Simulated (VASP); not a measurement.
# WSe2 (P6_3/mmc) in VASP: notebook

WSe2 is run at these levels: PBEsol; tasks: single point.

All numbers are computed with VASP 6.6.1; they aren't measurements. Logs are shortened: lines on timing, memory, paths and dates and some standing lists are left out, and cuts for length are marked.

### Step 1. The cell of the first run

Symmetry: P6_3/mmc, No. 194, hexagonal system. The conventional cell has a = 3.290 Å, b = 3.290 Å, c = 12.581 Å, α = 90.00°, β = 90.00°, γ = 120.00°. W (site symmetry -6m2) has 6 Se at 2.50 Å and 6 W at 3.29 Å within 3.3 Å. Within 3.3 Å of Se (site symmetry 3m) lie 3 W at 2.50 Å and 7 Se at 3.25 to 3.29 Å.

### Step 2. Single point, PBEsol (zz strain of -3 %)

INCAR reads:

```
ALGO = Normal
EDIFF = 1E-7
ENCUT = 520
GGA = PS
ISIF = 2
ISMEAR = -1
LASPH = True
LCHARG = True
LELF = True
LREAL = False
LVHAR = True
LWAVE = False
NBANDS = 35
NELM = 100
PREC = Accurate
SIGMA = 0.08
```

KPOINTS reads:

```
k-points
0
Gamma
  11 11 3
```

POSCAR reads:

```
WSe2
1.0
    3.2899984505      0.0000000000      0.0000000000
   -1.6449992252      2.8492222365      0.0000000000
    0.0000000000      0.0000000000     12.5809000000
W Se
2 4
Direct
    0.3333333333      0.6666666667      0.2500000000
    0.6666666667      0.3333333333      0.7500000000
    0.3333333333      0.6666666667      0.6210000000
    0.6666666667      0.3333333333      0.1210000000
    0.3333333333      0.6666666667      0.8790000000
    0.6666666667      0.3333333333      0.3790000000
```

Potentials or basis: VASP PAW PBE potentials, release 64 (W_sv, Se).

On the command line:

```bash
cat potpaw_PBE.64/W_sv/POTCAR potpaw_PBE.64/Se/POTCAR > POTCAR
mpirun -np 1 vasp_std > vasp.out
```

OUTCAR:

```text
EDIFF = 1E-7
   ENCUT = 520
   GGA = PS
   ISIF = 2
   ISMEAR = -1
   LASPH = True
   LREAL = False
   NELM = 100
   PREC = Accurate

 ion  position               nearest neighbor table
   1  0.333  0.667  0.250-   4 2.50   6 2.50   4 2.50   6 2.50   4 2.50   6 2.50
   2  0.667  0.333  0.750-   3 2.50   5 2.50   3 2.50   5 2.50   3 2.50   5 2.50
   3  0.333  0.667  0.621-   2 2.50   2 2.50   2 2.50
   4  0.667  0.333  0.121-   1 2.50   1 2.50   1 2.50
   5  0.333  0.667  0.879-   2 2.50   2 2.50   2 2.50
   6  0.667  0.333  0.379-   1 2.50   1 2.50   1 2.50

  LATTYP: Found a hexagonal cell.
 ALAT       =     3.2899984505
 C/A-ratio  =     3.8239835639

  Lattice vectors:

 A1 = (   3.2899984505,   0.0000000000,   0.0000000000)
 A2 = (  -1.6449992252,   2.8492222365,   0.0000000000)
 A3 = (   0.0000000000,   0.0000000000,  12.5809000000)

Analysis of symmetry for initial positions (statically):
=====================================================================
 Subroutine PRICEL returns:
 Original cell was already a primitive cell.

 Routine SETGRP: Setting up the symmetry group for a
 hexagonal supercell.

 Subroutine GETGRP returns: Found 24 space group operations
 (whereof 12 operations were pure point group operations)
 out of a pool of 24 trial point group operations.

The static configuration has the point symmetry D_3d.
 The point group associated with its full space group is D_6h.

Analysis of symmetry for dynamics (positions and initial velocities):
=====================================================================
 Subroutine PRICEL returns:
 Original cell was already a primitive cell.

 Routine SETGRP: Setting up the symmetry group for a
 hexagonal supercell.

 Subroutine GETGRP returns: Found 24 space group operations
 (whereof 12 operations were pure point group operations)
 out of a pool of 24 trial point group operations.

The dynamic configuration has the point symmetry D_3d.
 The point group associated with its full space group is D_6h.

 Subroutine INISYM returns: Found 24 space group operations
 (whereof 12 operations are pure point group operations),
 and found     1 'primitive' translations

----------------------------------------------------------------------------------------

                                     Primitive cell

  volume of cell :     117.9326

  direct lattice vectors                    reciprocal lattice vectors
     3.289998451  0.000000000  0.000000000     0.303951511  0.175486487  0.000000000
    -1.644999225  2.849222237  0.000000000     0.000000000  0.350972973  0.000000000
     0.000000000  0.000000000 12.580900000     0.000000000  0.000000000  0.079485569

  length of vectors
     3.289998451  3.289998450 12.580900000     0.350972973  0.350972973  0.079485569

  position of ions in fractional coordinates (direct lattice)
     0.333333333  0.666666667  0.250000000
     0.666666667  0.333333333  0.750000000
     0.333333333  0.666666667  0.621000000
     0.666666667  0.333333333  0.121000000
     0.333333333  0.666666667  0.879000000
     0.666666667  0.333333333  0.379000000

  ion indices of the primitive-cell ions
   primitive index   ion index
                 1           1
                 2           2
                 3           3
                 4           4
                 5           5
                 6           6

----------------------------------------------------------------------------------------

 KPOINTS: k-points

Automatic generation of k-mesh.
 Grid dimensions read from file:
 generate k-points for:   11   11    3

 Generating k-lattice:

  Cartesian coordinates                     Fractional coordinates (reciprocal lattice)
     0.027631956  0.015953317  0.000000000     0.090909091  0.000000000  0.000000000
     0.000000000  0.031906634  0.000000000     0.000000000  0.090909091  0.000000000
     0.000000000  0.000000000  0.026495190     0.000000000  0.000000000  0.333333333

  Length of vectors
     0.031906634  0.031906634  0.026495190

  Shift w.r.t. Gamma in fractional coordinates (k-lattice)
     0.000000000  0.000000000  0.000000000

 Subroutine IBZKPT returns following result:
 ===========================================

 Found     32 irreducible k-points:

 Following reciprocal coordinates:
            Coordinates               Weight
  0.000000  0.000000  0.000000      1.000000
  0.090909  0.000000  0.000000      6.000000
  0.181818 -0.000000  0.000000      6.000000
  0.272727  0.000000  0.000000      6.000000
  0.363636 -0.000000  0.000000      6.000000
  0.454545  0.000000  0.000000      6.000000
[... 16 lines left out ...]
  0.090909  0.090909  0.333333     12.000000
  0.181818  0.090909  0.333333     24.000000
 [... further k-points ...]
   k-points           NKPTS =     32   k-points in BZ     NKDIM =     32   number of bands    NBANDS=     35
   number of dos      NEDOS =    301   number of ions     NIONS =      6
   total plane-waves  NPLWV =  55296
   dimension x,y,z NGX =    24 NGY =   24 NGZ =   96
   dimension x,y,z NGXF=    48 NGYF=   48 NGZF=  192
   ions per type =               2   4
   NGX,Y,Z   is equivalent  to a cutoff of  12.13, 12.13, 12.69 a.u.
   NGXF,Y,Z  is equivalent  to a cutoff of  24.25, 24.25, 25.37 a.u.
 SYSTEM =  unknown system
   PREC   = accura    normal or accurate (medium, high low for compatibility)
   ISTART =      0    job   : 0-new  1-cont  2-samecut
   ICHARG =      2    charge: 1-file 2-atom 10-const
   ISPIN  =      1    spin polarized calculation?
   LNONCOLLINEAR =      F non collinear calculations
   LSORBIT =      F    spin-orbit coupling
   LASPH  =      T    aspherical Exc in radial PAW
   ENCUT  =  520.0 eV  38.22 Ry    6.18 a.u.   6.12  6.12 23.39*2*pi/ulx,y,z
   NELM   =    100;   NELMIN=  2; NELMDL= -5     # of ELM steps
   EDIFF  = 0.1E-06   stopping-criterion for ELM
   LREAL  =      F    real-space projection
   EDIFFG = 0.1E-05   stopping-criterion for IOM
   NSW    =      0    number of steps for IOM
   IBRION =     -1    ionic relax: 0-MD 1-quasi-New 2-CG
   NFREE  =      0    steps in history (QN), initial steepest desc. (CG)
   ISIF   =      2    stress and relaxation
   ISYM   =      2    0-nonsym 1-usesym 2-fastsym
   POTIM  = 0.5000    time-step for ionic-motion
   TEBEG  =    0.0;   TEEND  =   0.0 temperature during run
   PSTRESS=    0.0 pullay stress
   NELECT =      52.0000    total number of electrons
   NUPDOWN=      -1.0000    fix difference up-down
   EMIN   =  10.00;   EMAX   =-10.00  energy-range for DOS
   EFERMI =   0.00;   METHOD = LEGACY
   ISMEAR =    -1;   SIGMA  =   0.08  broadening in eV -4-tet -1-fermi 0-gaus
   EFERMI_NEDOS =   21; number of points for ismear=-14 and -15
   IALGO  =     38    algorithm
   IMIX   =      4    mixing-type and parameters
     AMIX     =   0.40;   BMIX     =  1.00
     AMIX_MAG =   1.60;   BMIX_MAG =  1.00
  volume/ion in A,a.u.               =      19.66       132.64
  Fermi-wavevector in a.u.,A,eV,Ry     =   1.246038  2.354671 21.124559  1.552611
  Thomas-Fermi vector in A             =   2.380234
   LORBIT       =      0    0 simple, 1 ext, 2 COOP (PROOUT), +10 PAW based schemes
   GGA     = PS    functional components
   LHFCALC =     F    Hartree Fock is set to
   AEXX    =    0.0000 exact exchange contribution
   IVDW    =     0    specifies the selected vdW correction
   LEPSILON=     F    determine dielectric tensor
   LRPA    =     F    only Hartree local field effects (RPA)
 non-spin polarized calculation
  energy-cutoff  :      520.00
  volume of cell :      117.93
 maximum number of plane-waves:      3200
   NGX = 13   NGY = 13   NGZ = 47

 number of electron      51.9999989 magnetization

 Free energy of the ion-electron system (eV)
  ---------------------------------------------------
  ext. energy  EPLUGINS =         0.00000000
  ---------------------------------------------------
  free energy    TOTEN  =       -46.44355528 eV

  energy without entropy =      -46.44335116  energy(sigma->0) =      -46.44345322

 E-fermi :   7.0377     XC(G=0): -11.0616

 val. band max:        6.6985563170   @ k =   0.0000   0.0000   0.0000
 cond. band min:       7.4938751689   @ k =   0.1818   0.1818   0.0000
 fundamental gap:      0.7953188520
 Fermi energy:         7.0376712609

 k-point     1 :       0.0000    0.0000    0.0000
  band No.  band energies     occupation
      1     -67.7730      2.00000
      2     -67.7730      2.00000
      3     -32.0414      2.00000
      4     -32.0414      2.00000
      5     -31.9274      2.00000
      6     -31.9274      2.00000
[... 27 lines left out ...]
     34       9.5862      0.00000
     35      10.9464      0.00000

 k-point     2 :       0.0909    0.0000    0.0000
  band No.  band energies     occupation
      1     -67.7721      2.00000
      2     -67.7721      2.00000
      3     -32.0376      2.00000
      4     -32.0375      2.00000
      5     -31.9470      2.00000
      6     -31.9470      2.00000
[... 27 lines left out ...]
     34       9.4464      0.00000
     35      11.6906      0.00000

 k-point     3 :       0.1818   -0.0000    0.0000
  band No.  band energies     occupation
      1     -67.7699      2.00000
      2     -67.7698      2.00000
      3     -32.0272      2.00000
      4     -32.0272      2.00000
      5     -31.9993      2.00000
      6     -31.9993      2.00000
[... 27 lines left out ...]
     34      10.0195      0.00000
     35      12.7930      0.00000
[... 723 lines left out ...]
 k-point    23 :       0.0909    0.0909    0.3333
  band No.  band energies     occupation
      1     -67.7706      2.00000
      2     -67.7706      2.00000
      3     -32.0305      2.00000
      4     -32.0304      2.00000
      5     -31.9818      2.00000
      6     -31.9818      2.00000
[... 27 lines left out ...]
     34       9.8798      0.00000
     35      12.7605      0.00000

 k-point    24 :       0.1818    0.0909    0.3333
  band No.  band energies     occupation
      1     -67.7679      2.00000
      2     -67.7679      2.00000
      3     -32.0389      2.00000
      4     -32.0389      2.00000
      5     -32.0185      2.00000
      6     -32.0185      2.00000
[... 27 lines left out ...]
     34      10.4906      0.00000
     35      13.4389      0.00000

 [... further k-points ...]
[... 5 lines left out ...]
  --------------------------------------------------------------------------------------
  -------------------------------------------------------------------------------------
  Total        1.4901057      1.4901057      6.5595777      0.0000000     -0.0000000     -0.0000000
  in kB       20.2438888     20.2438888     89.1153939      0.0000000     -0.0000000     -0.0000000
  external PRESSURE =      43.2010572 kB  Pullay stress =       0.0000000 kB

 VOLUME and BASIS-vectors are now :
 -----------------------------------------------------------------------------
  energy-cutoff  :      520.00
  volume of cell :      117.93
      direct lattice vectors                 reciprocal lattice vectors
     3.289998451  0.000000000  0.000000000     0.303951511  0.175486487  0.000000000
    -1.644999225  2.849222237  0.000000000     0.000000000  0.350972973  0.000000000
     0.000000000  0.000000000 12.580900000     0.000000000  0.000000000  0.079485569

 POSITION                                       TOTAL-FORCE (eV/Angst)
 -----------------------------------------------------------------------------------
     -0.00000      1.89948      3.14522         0.000000     -0.000000      0.000000
      1.64500      0.94974      9.43567        -0.000000      0.000000      0.000000
     -0.00000      1.89948      7.81274        -0.000000     -0.000000     -0.824973
      1.64500      0.94974      1.52229         0.000000     -0.000000     -0.824973
     -0.00000      1.89948     11.05861        -0.000000      0.000000      0.824973
      1.64500      0.94974      4.76816         0.000000      0.000000      0.824973
 -----------------------------------------------------------------------------------
    total drift:                                0.000000     -0.000000      0.000000

  FREE ENERGIE OF THE ION-ELECTRON SYSTEM (eV)
  ---------------------------------------------------
  free  energy   TOTEN  =       -46.4435552780 eV

  energy  without entropy=      -46.4433511624  energy(sigma->0) =      -46.44345322
```

Run time: 45 s. Hardware: 1 thread of Intel Xeon 6975P-C (Granite Rapids), shared host; peak memory 0.29 GiB.

What came out:

```yaml
Free_energy: -46.4436 eV
Pressure: 4.3 GPa
Largest_force: 0.825 eV/Å
Band_gap_on_the_k_mesh: 0.80 eV, indirect (least direct gap 1.64 eV)
```

Forces on the atoms (eV/Å):
```
W    0.000  0.000  0.000
W    0.000  0.000  0.000
Se   0.000  0.000 -0.825
Se   0.000  0.000 -0.825
Se   0.000  0.000  0.825
Se   0.000  0.000  0.825
```

Caveat: the cell differs from its parent crystal (zz strain of -3 %); the PAW data sets were made with another functional, which shifts forces and pressure a little; spin-orbit coupling is left out, which moves the levels of the heavy elements; this functional lacks dispersion, which binds the layers, so the pressure and a relaxed spacing across them are unreliable. A k mesh can miss the band edges.

### Step 3. Single point, PBEsol (zz strain of -2 %)

INCAR reads:

```
SYSTEM = WSe2
ALGO = Normal
EDIFF = 1E-6
ENCUT = 520
GGA = PS
ISIF = 2
ISMEAR = -1
LASPH = .True.
LCHARG = .False.
LREAL = .False.
LWAVE = .False.
NBANDS = 35
NELM = 80
PREC = Accurate
SIGMA = 0.08
```

KPOINTS reads:

```
k-points
0
Gamma
  11 11 3
  0 0 0
```

Edit POSCAR of step 2 so:

```diff
@@ -4,3 +4,3 @@
    -1.6449992252      2.8492222365      0.0000000000
-    0.0000000000      0.0000000000     12.5809000000
+    0.0000000000      0.0000000000     12.7106000000
 W Se
```

Potentials or basis: VASP PAW PBE potentials, release 64 (W_sv, Se).

On the command line:

```bash
cat potpaw_PBE.64/W_sv/POTCAR potpaw_PBE.64/Se/POTCAR > POTCAR
mpirun -np 1 vasp_std > vasp.out
```

OUTCAR:

```text
SYSTEM = WSe2
   EDIFF = 1E-6
   ENCUT = 520
   GGA = PS
   ISIF = 2
   ISMEAR = -1
   LASPH = .True.
   LREAL = .False.
   NELM = 80
   PREC = Accurate

 ion  position               nearest neighbor table
   1  0.333  0.667  0.250-   4 2.51   6 2.51   4 2.51   6 2.51   4 2.51   6 2.51
   2  0.667  0.333  0.750-   3 2.51   5 2.51   3 2.51   5 2.51   3 2.51   5 2.51
   3  0.333  0.667  0.621-   2 2.51   2 2.51   2 2.51
   4  0.667  0.333  0.121-   1 2.51   1 2.51   1 2.51
   5  0.333  0.667  0.879-   2 2.51   2 2.51   2 2.51
   6  0.667  0.333  0.379-   1 2.51   1 2.51   1 2.51
[... 1120 lines left out ...]
  -------------------------------------------------------------------------------------
  Total        0.6349130      0.6349130      4.2944512      0.0000000     -0.0000000      0.0000000
  in kB        8.5376182      8.5376182     57.7471003      0.0000000     -0.0000000      0.0000000
  external PRESSURE =      24.9407789 kB  Pullay stress =       0.0000000 kB

 VOLUME and BASIS-vectors are now :
 -----------------------------------------------------------------------------
  energy-cutoff  :      520.00
  volume of cell :      119.15
      direct lattice vectors                 reciprocal lattice vectors
     3.289998451  0.000000000  0.000000000     0.303951511  0.175486487  0.000000000
    -1.644999225  2.849222237  0.000000000     0.000000000  0.350972973  0.000000000
     0.000000000  0.000000000 12.710600000     0.000000000  0.000000000  0.078674492

 POSITION                                       TOTAL-FORCE (eV/Angst)
 -----------------------------------------------------------------------------------
     -0.00000      1.89948      3.17765        -0.000000      0.000000      0.000000
      1.64500      0.94974      9.53295         0.000000     -0.000000      0.000000
     -0.00000      1.89948      7.89328         0.000000     -0.000000     -0.515296
      1.64500      0.94974      1.53798        -0.000000      0.000000     -0.515296
     -0.00000      1.89948     11.17262         0.000000     -0.000000      0.515296
      1.64500      0.94974      4.81732         0.000000     -0.000000      0.515296
 -----------------------------------------------------------------------------------
    total drift:                                0.000000     -0.000000      0.000000

  FREE ENERGIE OF THE ION-ELECTRON SYSTEM (eV)
  ---------------------------------------------------
  free  energy   TOTEN  =       -46.4994381106 eV

  energy  without entropy=      -46.4992763994  energy(sigma->0) =      -46.49935726
```

OSZICAR:

```text
N       E                     dE             d eps       ncg     rms          rms(c)
DAV:   1     0.499277676818E+03    0.49928E+03   -0.27938E+04  2472   0.146E+03
DAV:   2    -0.170139505387E+02   -0.51629E+03   -0.49923E+03  2595   0.395E+02
DAV:   3    -0.477647753209E+02   -0.30751E+02   -0.30260E+02  2760   0.901E+01
DAV:   4    -0.484107642447E+02   -0.64599E+00   -0.64227E+00  2666   0.133E+01
DAV:   5    -0.484191195470E+02   -0.83553E-02   -0.83438E-02  2701   0.162E+00    0.320E+01
DAV:   6    -0.468782015217E+02    0.15409E+01   -0.54055E+00  2502   0.154E+01    0.115E+01
DAV:   7    -0.466507882236E+02    0.22741E+00   -0.23330E+00  2358   0.735E+00    0.566E+00
DAV:   8    -0.465002729968E+02    0.15052E+00   -0.32744E-01  2514   0.393E+00    0.124E+00
DAV:   9    -0.465010280864E+02   -0.75509E-03   -0.49131E-02  2646   0.105E+00    0.813E-01
DAV:  10    -0.464995077865E+02    0.15203E-02   -0.11332E-02  2494   0.719E-01    0.152E-01
DAV:  11    -0.464994829745E+02    0.24812E-04   -0.15285E-03  2475   0.249E-01    0.173E-01
DAV:  12    -0.464994448047E+02    0.38170E-04   -0.51730E-05  2551   0.480E-02    0.108E-01
DAV:  13    -0.464994377640E+02    0.70407E-05   -0.64345E-05  2472   0.492E-02    0.836E-03
DAV:  14    -0.464994381106E+02   -0.34660E-06   -0.44172E-06  2447   0.111E-02
   1 F= -.46499438E+02 E0= -.46499357E+02  d E =-.161711E-03
```

stdout:

```text
POSCAR found type information on POSCAR W Se
 POSCAR found :  2 types and       6 ions
 scaLAPACK will be used
 -----------------------------------------------------------------------------
|                                                                             |
|                                                                             |
|     You enforced a specific xc type in the INCAR file but a different       |
|     I HOPE YOU KNOW WHAT YOU ARE DOING!                                     |
|                                                                             |
 -----------------------------------------------------------------------------

 LDA part: xc-table for (Slater+PW92), standard interpolation
 POSCAR, INCAR and KPOINTS ok, starting setup
 FFT: planning ... GRIDC
 FFT: planning ... GRID_SOFT
 FFT: planning ... GRID
 WAVECAR not read
 entering main loop
```

It took 43 s on 1 thread of Intel Xeon 6975P-C (Granite Rapids), shared host; peak memory 0.29 GiB.

What came out:

| Property | Result |
| --- | --- |
| Free energy | -46.4994 eV |
| Pressure | 2.5 GPa |
| Largest force | 0.515 eV/Å |
| Band gap on the k mesh | 0.83 eV, indirect (least direct gap 1.68 eV) |

Forces in eV/Å, atoms in the order of the input:
```
W    0.000  0.000  0.000
W    0.000  0.000  0.000
Se   0.000  0.000 -0.515
Se   0.000  0.000 -0.515
Se   0.000  0.000  0.515
Se   0.000  0.000  0.515
```

Stress tensor (GPa, compression positive):
```
0.85 0.00 0.00
0.00 0.85 0.00
0.00 0.00 5.77
```

Levels at points of the mesh, in eV from the valence-band top:
```csv
k point,band 24,band 25,band 26,band 27,band 28,band 29
"(0.00, 0.00, 0.00)",-1.19,-0.98,0.00,2.50,2.50,2.55
```

Caveat: the cell differs from its parent crystal (zz strain of -2 %); the PAW data sets were made with another functional, which shifts forces and pressure a little; spin-orbit coupling is left out, which moves the levels of the heavy elements; this functional lacks dispersion, which binds the layers, so the pressure and a relaxed spacing across them are unreliable.

[end of part 1 of 2]
